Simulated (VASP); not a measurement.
BAs: single point with PBE

BAs:

```
B As
1.0
     0.00000    2.38051    2.41899
     2.38051    0.00000    2.41899
     2.38051    2.38051    0.00000
B As
1 1
Direct
  0.00000 0.00000 0.00000
  0.25000 0.25000 0.25000
```

This cell differs from its parent crystal: strained cell.

- Program: VASP 6.6.1
- Task: single point
- Functional: PBE
- Potentials or basis: VASP PAW PBE potentials, release 64 (B, As)
- Cutoff: 500 eV
- k mesh: 8 × 8 × 8
- Occupations: gaussian, width 0.02 eV
- Spin: no spin polarisation

```yaml
Pressure: 2.6 GPa
Band_gap_on_the_k_mesh: 1.07 eV (least direct gap 3.18 eV)
```

Stress tensor (GPa, compression positive):
```
3.68 0.00 0.00
0.00 3.68 0.00
0.00 0.00 0.32
```

Levels at points of the mesh, in eV from the valence-band top:
```tsv
k point	band 1	band 2	band 3	band 4	band 5	band 6	band 7	band 8
(0.00, 0.00, 0.00)	-15.40	-0.16	0.00	0.00	3.18	3.18	3.29	4.55
(0.50, 0.00, 0.00)	-12.55	-8.80	-1.96	-1.77	2.59	4.67	4.79	8.80
(0.50, 0.50, 0.00)	-11.33	-8.63	-4.01	-4.01	1.50	1.53	11.24	11.24
(0.50, 0.00, 0.50)	-11.20	-8.51	-4.17	-4.14	1.32	1.33	11.14	11.37
```

It took 29 s on 1 thread of Intel Xeon 8259CL (shared host), peak memory 0.16 GiB.

Caveat: the cell differs from its parent crystal (strained cell). A k mesh can miss the band edges.
